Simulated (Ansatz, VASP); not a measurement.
# Two plane-wave programs on CuI2

Contents of INCAR:

```
PREC = Accurate
ENCUT = 520
EDIFF = 1E-7
ISMEAR = -1
SIGMA = 0.05
LREAL = False
LASPH = True
NELM = 60
ALGO = Normal
ISIF = 2
LWAVE = False
LCHARG = False
GGA = PE
NBANDS = 20
```

File KPOINTS:

```
regular mesh
0
Gamma
  5 5 6
```

Contents of POSCAR:

```
CuI2
1.0
    5.1654810423      0.0000000000      0.0000000000
    0.0000000000      5.1654810423      0.0000000000
    0.0000000000      0.0000000000      4.5136712958
I Cu
2 1
Direct
    0.5000000000      0.0000000000      0.0000000000
    0.0000000000      0.5000000000      0.0000000000
    0.0000000000      0.0000000000      0.0000000000
```

The input input.yaml:

```yaml
crystal:
  lattice:
    - [5.1654810423, 0.0, 0.0]
    - [0.0, 5.1654810423, 0.0]
    - [0.0, 0.0, 4.5136712958]
  atoms:
    - { symbol: I, position: [0.5, 0.0, 0.0] }
    - { symbol: I, position: [0.0, 0.5, 0.0] }
    - { symbol: Cu, position: [0.0, 0.0, 0.0] }
hamiltonian:
  xc: pbe
  pseudopotentials: { kind: paw }
kpoints:
  mp_grid: { grid: [5, 5, 6] }
scf:
  occupations: { method: fermi_dirac, width: 0.05 }
output:
  forces: true
  stress: true
  eigenvalues: true
```

Alike in both runs: task single point; functional PBE; k mesh 5 × 5 × 6; occupations fermi-dirac, width 0.05 eV; no spin polarisation.

```csv
,VASP,Ansatz
version,VASP 6.6.1,Ansatz 0.2.0
potentials or method,"VASP PAW PBE potentials, release 64 (I, Cu)",Ansatz PAW
plane-wave cutoff (eV),520,420
valence electrons in the cell,25,53
```

|  | VASP | Ansatz | Ansatz less VASP |
| --- | --- | --- | --- |
| gap on the k mesh at the Fermi level (eV) | none | none | - |
| pressure (GPa) | 1.4 | 1.4 | +0.01 |
| traceless stress, the component that is largest in VASP (GPa) | -0.84 | -0.84 | 0.000 |

A gap of «none» marks a metal or a gap that the smearing closes. VASP's potentials hold 25 valence electrons a cell and Ansatz's 53, so a difference there can come from the potentials and not from the codes.

Neither program's run includes spin-orbit coupling.
